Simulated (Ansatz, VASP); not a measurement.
# SnO: VASP beside Ansatz

File INCAR:

```
ALGO     = Normal         # electronic algorithm
EDIFF    = 1E-8           # SCF threshold, eV
ENCUT    = 520            # plane-wave cutoff, eV
GGA      = CA             # functional
ISIF     = 2              # what is computed and relaxed
ISMEAR   = -1             # smearing method
LASPH    = T              # aspherical terms in the spheres
LCHARG   = F              # write CHGCAR
LEFG     = T            
LREAL    = F              # projectors in reciprocal space
LWAVE    = F              # write WAVECAR
NBANDS   = 28             # bands
NELM     = 60             # most SCF steps
PREC     = Accurate       # precision mode
SIGMA    = 0.02           # smearing width, eV
```

KPOINTS

```
k-points
0
Gamma
  6 6 5
```

File POSCAR:

```
SnO
1.0
    3.8020000000      0.0000000000      0.0000000000
    0.0000000000      3.8020000000      0.0000000000
    0.0000000000      0.0000000000      4.9327200000
Sn O
2 2
Direct
    0.0000000000      0.5000000000      0.2385000000
    0.5000000000      0.0000000000      0.7615000000
    0.0000000000      0.0000000000      0.0000000000
    0.5000000000      0.5000000000      0.0000000000
```

Input for Ansatz:

```yaml
crystal:
  lattice:
    - [3.802, 0.0, 0.0]
    - [0.0, 3.802, 0.0]
    - [0.0, 0.0, 4.93272]
  atoms:
    - { symbol: Sn, position: [0.0, 0.5, 0.2385] }
    - { symbol: Sn, position: [0.5, 0.0, 0.7615] }
    - { symbol: O, position: [0.0, 0.0, 0.0] }
    - { symbol: O, position: [0.5, 0.5, 0.0] }
kpoints:
  mp_grid: { grid: [6, 6, 5] }
scf:
  occupations: { method: fermi_dirac, width: 0.02 }
hamiltonian:
  xc: lda
  pseudopotentials: { kind: paw }
output:
  forces: true
  stress: true
  eigenvalues: true
  efg: { contact_densities: true }
```

Change from the starting cell: zz strain of +2 %, PAW files.

Alike in both runs: task electric field gradients; functional LDA; k mesh 6 × 6 × 5; occupations fermi-dirac, width 0.02 eV; no spin polarisation.

|  | VASP | Ansatz |
| --- | --- | --- |
| version | VASP 6.6.1 | Ansatz 0.2.0 |
| potentials or method | VASP PAW LDA potentials, release 64 (Sn_d, O) | PAW with Ansatz's default frozen-core files, scalar-relativistic |
| plane-wave cutoff (eV) | 520 | 420 |
| valence electrons in the cell | 40 | 40 |

```tsv
	VASP	Ansatz	Ansatz less VASP
pressure (GPa)	-4.0	-4.3	-0.29
traceless stress, the component that is largest in VASP (GPa)	-0.62	-0.65	-0.037
rms of the force components (eV/Å)	0.213	0.256	+0.0428
size of Vzz on the site where it differs most (V/Å²)	167.6	173.4	+5.80
```

LDA's correlation is that of Perdew and Zunger in VASP and of Perdew and Wang (1992) in Ansatz. Atom by atom the forces differ by 0.043 eV/Å (rms over components).
